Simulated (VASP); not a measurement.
# Sr3O (P4/mmm) in VASP: notebook

The runs below take Sr3O through single point, with PBE.

Program: VASP 6.6.1. These are calculated values, not measurements. Logs are shortened: lines on timing, memory, paths and dates and some standing lists are left out, and cuts for length are marked.

### Step 1. The cell of the first run

The structure is tetragonal, space group P4/mmm (No. 123). The conventional cell has a = 4.668 Å, b = 4.668 Å, c = 4.620 Å, α = 90.00°, β = 90.00°, γ = 90.00°. Within 4.3 Å of Sr (site symmetry mmm) lie 8 Sr at 3.28 to 3.30 Å and 4 O at 3.28 Å. Sr (site symmetry 4/mmm) has 8 Sr at 3.28 Å and 4 O at 3.30 Å within 4.3 Å. O (site symmetry 4/mmm) has 12 Sr at 3.28 to 3.30 Å within 4.3 Å.

### Step 2. Single point, PBE

INCAR reads:

```
PREC = Accurate
ENCUT = 520
EDIFF = 1E-6
ISMEAR = 0
SIGMA = 0.1
LREAL = False
LASPH = True
NELM = 100
ALGO = Normal
ISIF = 2
LWAVE = False
LCHARG = False
GGA = PE
NBANDS = 26
```

KPOINTS reads:

```
regular mesh
0
Gamma
  4 4 4
```

POSCAR reads:

```
Sr3O
1.0
    4.6680104780      0.0000000000      0.0000000000
    0.0000000000      4.6680104780      0.0000000000
    0.0000000000      0.0000000000      4.6200298455
Sr O
3 1
Direct
    0.0000000000      0.5000000000      0.5000000000
    0.5000000000      0.0000000000      0.5000000000
    0.5000000000      0.5000000000      0.0000000000
    0.0000000000      0.0000000000      0.0000000000
```

Potentials or basis: VASP PAW PBE potentials, release 64 (Sr_sv, O).

Run with:

```sh
> cat potpaw_PBE.64/Sr_sv/POTCAR potpaw_PBE.64/O/POTCAR > POTCAR
> mpirun -np 1 vasp_std > vasp.out
```

OUTCAR:

```text
PREC = Accurate
   ENCUT = 520
   EDIFF = 1E-6
   ISMEAR = 0
   LREAL = False
   LASPH = True
   NELM = 100
   ISIF = 2
   GGA = PE

 ion  position               nearest neighbor table
   1  0.000  0.500  0.500-   3 3.28   4 3.28   3 3.28   4 3.28   4 3.28   4 3.28   3 3.28   3 3.28
                             2 3.30   2 3.30   2 3.30   2 3.30
   2  0.500  0.000  0.500-   3 3.28   4 3.28   3 3.28   4 3.28   3 3.28   3 3.28   4 3.28   4 3.28
                             1 3.30   1 3.30   1 3.30   1 3.30
   3  0.500  0.500  0.000-   1 3.28   2 3.28   1 3.28   2 3.28   2 3.28   2 3.28   1 3.28   1 3.28
                             4 3.30   4 3.30   4 3.30   4 3.30
   4  0.000  0.000  0.000-   1 3.28   2 3.28   1 3.28   2 3.28   1 3.28   1 3.28   2 3.28   2 3.28
                             3 3.30   3 3.30   3 3.30   3 3.30

  LATTYP: Found a simple tetragonal cell.
 ALAT       =     4.6680104780
 C/A-ratio  =     0.9897213957

  Lattice vectors:

 A1 = (   4.6680104780,   0.0000000000,   0.0000000000)
 A2 = (   0.0000000000,   4.6680104780,   0.0000000000)
 A3 = (   0.0000000000,   0.0000000000,   4.6200298455)

Analysis of symmetry for initial positions (statically):
=====================================================================
 Subroutine PRICEL returns:
 Original cell was already a primitive cell.

 Routine SETGRP: Setting up the symmetry group for a
 simple tetragonal supercell.

 Subroutine GETGRP returns: Found 16 space group operations
 (whereof 16 operations were pure point group operations)
 out of a pool of 16 trial point group operations.

The static configuration has the point symmetry D_4h.

Analysis of symmetry for dynamics (positions and initial velocities):
=====================================================================
 Subroutine PRICEL returns:
 Original cell was already a primitive cell.

 Routine SETGRP: Setting up the symmetry group for a
 simple tetragonal supercell.

 Subroutine GETGRP returns: Found 16 space group operations
 (whereof 16 operations were pure point group operations)
 out of a pool of 16 trial point group operations.

The dynamic configuration has the point symmetry D_4h.

 Subroutine INISYM returns: Found 16 space group operations
 (whereof 16 operations are pure point group operations),
 and found     1 'primitive' translations

----------------------------------------------------------------------------------------

                                     Primitive cell
[... 88 lines left out ...]
   EDIFF  = 0.1E-05   stopping-criterion for ELM
   LREAL  =      F    real-space projection
   EDIFFG = 0.1E-04   stopping-criterion for IOM
   NSW    =      0    number of steps for IOM
   IBRION =     -1    ionic relax: 0-MD 1-quasi-New 2-CG
   NFREE  =      0    steps in history (QN), initial steepest desc. (CG)
   ISIF   =      2    stress and relaxation
   ISYM   =      2    0-nonsym 1-usesym 2-fastsym
   POTIM  = 0.5000    time-step for ionic-motion
   TEBEG  =    0.0;   TEEND  =   0.0 temperature during run
   PSTRESS=    0.0 pullay stress
   NELECT =      36.0000    total number of electrons
   NUPDOWN=      -1.0000    fix difference up-down
   EMIN   =  10.00;   EMAX   =-10.00  energy-range for DOS
   EFERMI =   0.00;   METHOD = LEGACY
   ISMEAR =     0;   SIGMA  =   0.10  broadening in eV -4-tet -1-fermi 0-gaus
   EFERMI_NEDOS =   21; number of points for ismear=-14 and -15
   IALGO  =     38    algorithm
   IMIX   =      4    mixing-type and parameters
     AMIX     =   0.40;   BMIX     =  1.00
     AMIX_MAG =   1.60;   BMIX_MAG =  1.00
  volume/ion in A,a.u.               =      25.17       169.84
  Fermi-wavevector in a.u.,A,eV,Ry     =   1.162000  2.195862 18.371190  1.350244
  Thomas-Fermi vector in A             =   2.298566
   LORBIT       =      0    0 simple, 1 ext, 2 COOP (PROOUT), +10 PAW based schemes
   GGA     = PE    functional components
   LHFCALC =     F    Hartree Fock is set to
   AEXX    =    0.0000 exact exchange contribution
   IVDW    =     0    specifies the selected vdW correction
   LEPSILON=     F    determine dielectric tensor
   LRPA    =     F    only Hartree local field effects (RPA)
 non-spin polarized calculation
 Gauss-broadening in eV      SIGMA  =   0.10
  energy-cutoff  :      520.00
  volume of cell :      100.67
 maximum number of plane-waves:      2730
 NGX is ok and might be reduce to    36
   NGX = 17   NGY = 17   NGZ = 17

 number of electron      36.0000005 magnetization

 Free energy of the ion-electron system (eV)
  ---------------------------------------------------
  ext. energy  EPLUGINS =         0.00000000
  ---------------------------------------------------
  free energy    TOTEN  =        -8.65141380 eV

  energy without entropy =       -8.62733339  energy(sigma->0) =       -8.63937359

 E-fermi :   4.3288     XC(G=0):  -9.4209

 val. band max:        4.3276104705   @ k =   0.5000   0.5000   0.0000
 cond. band min:       4.3584149898   @ k =   0.5000   0.0000   0.5000
 fundamental gap:      0.0308045193
 Fermi energy:         4.3287554735

 k-point     1 :       0.0000    0.0000    0.0000
  band No.  band energies     occupation
      1     -32.3226      2.00000
      2     -31.9876      2.00000
      3     -31.9695      2.00000
      4     -14.9229      2.00000
      5     -14.9229      2.00000
      6     -14.9096      2.00000
[... 511 lines left out ...]
     25       8.1840      0.00000
     26       8.1866      0.00000

------------------------ aborting loop because EDIFF is reached ----------------------------------------

  FORCE on cell =-STRESS in cart. coord.  units (eV):
  Direction    XX          YY          ZZ          XY          YZ          ZX
  --------------------------------------------------------------------------------------
  -------------------------------------------------------------------------------------
  Total        5.2782858      5.2782858      5.0024655      0.0000000      0.0000000      0.0000000
  in kB       84.0030508     84.0030508     79.6134154      0.0000000      0.0000000      0.0000000
  external PRESSURE =      82.5398390 kB  Pullay stress =       0.0000000 kB

 VOLUME and BASIS-vectors are now :
 -----------------------------------------------------------------------------
  energy-cutoff  :      520.00
  volume of cell :      100.67
      direct lattice vectors                 reciprocal lattice vectors
     4.668010478  0.000000000  0.000000000     0.214224026  0.000000000  0.000000000
     0.000000000  4.668010478  0.000000000     0.000000000  0.214224026  0.000000000
     0.000000000  0.000000000  4.620029846     0.000000000  0.000000000  0.216448818

 POSITION                                       TOTAL-FORCE (eV/Angst)
 -----------------------------------------------------------------------------------
      0.00000      2.33401      2.31001         0.000000      0.000000      0.000000
      2.33401      0.00000      2.31001         0.000000      0.000000      0.000000
      2.33401      2.33401      0.00000         0.000000      0.000000      0.000000
      0.00000      0.00000      0.00000         0.000000      0.000000      0.000000
 -----------------------------------------------------------------------------------
    total drift:                                0.000000      0.000000      0.000000

  FREE ENERGIE OF THE ION-ELECTRON SYSTEM (eV)
  ---------------------------------------------------
  free  energy   TOTEN  =        -8.6514137961 eV

  energy  without entropy=       -8.6273333905  energy(sigma->0) =       -8.63937359
```

stdout:

```text
POSCAR found type information on POSCAR SrO
 POSCAR found :  2 types and       4 ions
 scaLAPACK will be used
 LDA part: xc-table for (Slater+PW92), standard interpolation
 POSCAR, INCAR and KPOINTS ok, starting setup
 FFT: planning ... GRIDC
 FFT: planning ... GRID_SOFT
 FFT: planning ... GRID
 WAVECAR not read
 entering main loop
```

Run time: 58 s. Hardware: 1 thread of Intel Xeon Platinum 8259CL at 2.50GHz (Skylake/Cascade Lake), shared host; peak memory 0.21 GiB.

Results:

```
Free energy            : -8.6514 eV
Pressure               : 8.3 GPa
Band gap on the k mesh : zero (band 18 reaches 4.72 eV, above the bottom of band 19 at 3.29 eV)
```

Stress tensor (GPa, compression positive):
```
8.40 0.00 0.00
0.00 8.40 0.00
0.00 0.00 7.96
```

Levels at points of the mesh, in eV from the Fermi level:
| k point | band 16 | band 17 | band 18 | band 19 | band 20 | band 21 |
| --- | --- | --- | --- | --- | --- | --- |
| (0.00, 0.00, 0.00) | -3.02 | -3.02 | -1.56 | -0.73 | -0.69 | -0.30 |
| (0.50, 0.00, 0.00) | -3.28 | -1.66 | -0.05 | 0.22 | 0.53 | 1.06 |
| (0.50, 0.50, 0.00) | -3.48 | 0.00 | 0.34 | 0.34 | 1.18 | 1.55 |
| (0.00, 0.00, 0.50) | -3.29 | -1.62 | -0.03 | 0.22 | 0.63 | 1.09 |
| (0.50, 0.00, 0.50) | -3.49 | 0.03 | 0.32 | 0.37 | 1.10 | 1.58 |
| (0.50, 0.50, 0.50) | -3.22 | -1.08 | -1.08 | -1.04 | -0.14 | 2.23 |

### Step 3. Single point, PBE

This run uses another cell than the first one, of 35.56 Å³/atom, 1.413 times its volume.

INCAR reads:

```
SYSTEM = Sr3O
ALGO     = Normal         ! electronic algorithm
EDIFF    = 1E-6           ! SCF threshold, eV
ENCUT    = 520            ! plane-wave cutoff, eV
GGA      = PE             ! functional
ISIF     = 2              ! what is computed and relaxed
ISMEAR   = 0              ! smearing method
LASPH    = .TRUE.         ! aspherical terms in the spheres
LCHARG   = .FALSE.        ! write CHGCAR
LREAL    = .FALSE.        ! projectors in reciprocal space
LWAVE    = .FALSE.        ! write WAVECAR
NBANDS   = 26             ! bands
NELM     = 100            ! most SCF steps
PREC     = Accurate       ! precision mode
SIGMA    = 0.1            ! smearing width, eV
```

KPOINTS reads:

```
k-points
0
G
  4 4 4
  0 0 0
```

POSCAR reads:

```
Sr3O
1.0
    5.2744503619      0.0000000000      0.0000000000
    0.0000000000      5.2744503619      0.0000000000
    0.0000000000      0.0000000000      5.1124949945
Sr O
3 1
Direct
    0.0000000000      0.5000000000      0.5000000000
    0.5000000000      0.0000000000      0.5000000000
    0.5000000000      0.5000000000      0.0000000000
    0.0000000000      0.0000000000      0.0000000000
```

Potentials or basis: VASP PAW PBE potentials, release 64 (Sr_sv, O).

Run with:

```sh
> cat potpaw_PBE.64/Sr_sv/POTCAR potpaw_PBE.64/O/POTCAR > POTCAR
> mpirun -np 1 vasp_std > vasp.out
```

Run time: 80 s. Hardware: 1 thread of Intel Xeon Platinum 8259CL at 2.50GHz (Skylake/Cascade Lake), shared host; peak memory 0.26 GiB.

It converged, with:

```
Free energy            : -9.6747 eV
Pressure               : 0.3 GPa
Band gap on the k mesh : zero (band 18 reaches 2.57 eV, above the bottom of band 19 at 1.48 eV)
```

Stress tensor (GPa, compression positive):
```
0.38 0.00 0.00
0.00 0.38 0.00
0.00 0.00 0.15
```

Levels at points of the mesh, in eV from the Fermi level:
| k point | band 14 | band 15 | band 16 | band 17 | band 18 | band 19 | band 20 | band 21 | band 22 | band 23 |
| --- | --- | --- | --- | --- | --- | --- | --- | --- | --- | --- |
| (0.00, 0.00, 0.00) | -3.51 | -1.95 | -1.95 | -1.91 | -0.84 | -0.25 | -0.08 | 0.23 | 0.29 | 0.29 |
| (0.50, 0.00, 0.00) | -3.16 | -2.08 | -2.04 | -1.54 | -0.85 | 0.57 | 0.60 | 1.09 | 1.48 | 1.54 |
| (0.50, 0.50, 0.00) | -2.58 | -2.58 | -2.12 | -0.99 | 0.07 | 0.07 | 0.88 | 0.92 | 1.51 | 1.51 |
| (0.00, 0.00, 0.50) | -3.10 | -2.09 | -2.09 | -1.50 | -0.82 | 0.63 | 0.83 | 1.07 | 1.48 | 1.48 |
| (0.50, 0.00, 0.50) | -2.56 | -2.54 | -2.16 | -0.90 | 0.02 | 0.09 | 0.73 | 0.92 | 1.52 | 1.71 |
| (0.50, 0.50, 0.50) | -2.16 | -2.15 | -2.15 | -0.99 | -0.99 | -0.94 | 0.28 | 0.78 | 1.97 | 2.22 |
